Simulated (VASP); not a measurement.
Wanted: the native input for a VASP 6.6.1 run.

```yaml
Task: single point
Functional: PBE
Potentials_or_basis: VASP PAW PBE potentials, release 64 (Pt)
Cutoff: 520 eV
k_mesh: 24 × 24 × 24
Occupations: gaussian, width 0.15 eV
Spin: no spin polarisation
Dipole_correction: no
Further_INCAR_settings: ALGO = Fast; EDIFF = 1e-06; NBANDS = 11
```

The structure of Pt lies in POSCAR:

```
Pt
1.0
    0.0000000000      1.9847238812      1.9053349259
    1.9847238812      0.0000000000      1.9053349259
    1.9847238812      1.9847238812      0.0000000000
Pt
1
Direct
    0.0000000000      0.0000000000      0.0000000000
```

This cell differs from its parent crystal: ratio of the length along z to the lengths across it x 0.96, volume and fractional coordinates fixed.

These files were run (other wordings do the same):

INCAR

```
PREC = Accurate ; ENCUT = 520
EDIFF = 1E-6 ; ISMEAR = 0
SIGMA = 0.15 ; LREAL = False
LASPH = True ; NELM = 80
ALGO = Fast ; ISIF = 2
LWAVE = False ; LCHARG = False
GGA = PE ; NBANDS = 11
```

KPOINTS

```
regular mesh
0
Gamma
  24 24 24
```

Potentials or basis: VASP PAW PBE potentials, release 64 (Pt).

The run is started by

```console
$ cat potpaw_PBE.64/Pt/POTCAR > POTCAR
$ mpirun -np 1 vasp_std > vasp.out
```

Results of the run:

- Pressure: 11.1 GPa
- Band gap on the k mesh: zero (bands 5 and 6 overlap by 2.43 eV)

Caveat: the cell stands under pressure; spin-orbit coupling is left out, which moves the levels of the heavy elements.

It took 56 s on 1 thread of Intel(R) Xeon(R) 6975P-C (Granite Rapids), on a shared host, peak memory 0.28 GiB.
